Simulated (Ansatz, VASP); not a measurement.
# One calculation of Te2Mo, two programs

```xyz
12
Lattice="6.2008 0.0000 0.0000 0.0000 3.3982 0.0000 -0.9275 0.0000 13.5453" Properties=species:S:1:pos:R:3 pbc="T T T"
Te    5.2910    2.5486    8.1882
Te   -0.0177    0.8495    5.3572
Te    4.8097    0.8495   11.5325
Te    0.4637    2.5486    2.0128
Te    1.7192    2.5486   12.1299
Te    3.5541    0.8495    1.4155
Te    2.1468    0.8495    8.7828
Te    3.1265    2.5486    4.7625
Mo    4.1436    2.5486   13.4451
Mo    1.1297    0.8495    0.1002
Mo    3.7707    0.8495    6.6833
Mo    1.5026    2.5486    6.8621
```

Alike in both runs: task single point; functional PBE exchange alone; k mesh 4 × 8 × 2; occupations fermi-dirac, width 0.05 eV; no spin polarisation.

|  | VASP | Ansatz |
| --- | --- | --- |
| version | VASP 6.6.1 | Ansatz 0.2.0 |
| potentials or method | VASP PAW PBE potentials, release 64 (Te, Mo_sv) | Ansatz PAW |
| plane-wave cutoff (eV) | 520 | 420 |
| valence electrons in the cell | 104 | 184 |

Ansatz gave:

- gap on the k mesh at the Fermi level (eV): none
- pressure (GPa): 25.2
- traceless stress, the component that is largest in VASP (GPa): -0.62
- rms of the force components (eV/Å): 0.892

**Question.** Which values does VASP return?

**Answer.** gap on the k mesh at the Fermi level (eV): none; pressure (GPa): 25.4; traceless stress, the component that is largest in VASP (GPa): -0.63; rms of the force components (eV/Å): 0.905.

VASP's potentials were made for PBE, not for PBE exchange alone. Atom by atom the forces differ by 0.014 eV/Å (rms over components). A gap of «none» marks a metal or a gap that the smearing closes. VASP's potentials hold 104 valence electrons a cell and Ansatz's 184, so a difference there can come from the potentials and not from the codes.

Spin-orbit coupling is off throughout.
